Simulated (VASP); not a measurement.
Set up this calculation in VASP 6.6.1, as the native input.

```
Task                   : single point
Functional             : PBEsol
Potentials or basis    : VASP PAW PBE potentials, release 64 (Ti_sv, Ni)
Cutoff                 : 520 eV
k mesh                 : 20 × 20 × 14
Occupations            : gaussian, width 0.15 eV
Spin                   : no spin polarisation
Dipole correction      : no
Further INCAR settings : ALGO = Fast; EDIFF = 1e-06; NBANDS = 18
```

The structure of TiNi lies in POSCAR:

```
TiNi
1.0
    2.7358030000      0.0000000000      0.0000000000
    0.0000000000      2.7358030000      0.0000000000
    0.0000000000      0.0000000000      3.5814100000
Ti Ni
1 1
Direct
    0.5000000000      0.5000000000      0.5000000000
    0.0000000000      0.0000000000      0.0000000000
```

These files were run (other wordings do the same):

INCAR

```
SYSTEM = TiNi
ALGO = Fast
EDIFF = 1E-6
ENCUT = 520
GGA = PS
ISIF = 2
ISMEAR = 0
LASPH = .True.
LCHARG = .False.
LREAL = .False.
LWAVE = .False.
NBANDS = 18
NELM = 80
PREC = Accurate
SIGMA = 0.15
```

KPOINTS

```
k-points
0
Gamma
  20 20 14
  0 0 0
```

Potentials or basis: VASP PAW PBE potentials, release 64 (Ti_sv, Ni).

The run is started by

```bash
$ cat potpaw_PBE.64/Ti_sv/POTCAR potpaw_PBE.64/Ni/POTCAR > POTCAR
$ mpirun -np 1 vasp_std > vasp.out
```

It gave:

| Quantity | Value |
| --- | --- |
| Pressure | -6.3 GPa |
| Band gap on the k mesh | zero (bands 11 and 12 overlap by 3.19 eV) |

Caveat: the cell stands under tension; the PAW data sets were made with another functional, which shifts forces and pressure a little.

It took 2.4 min on 1 thread of Intel(R) Xeon(R) 6975P-C (Granite Rapids), with other jobs on the host, peak memory 0.36 GiB.
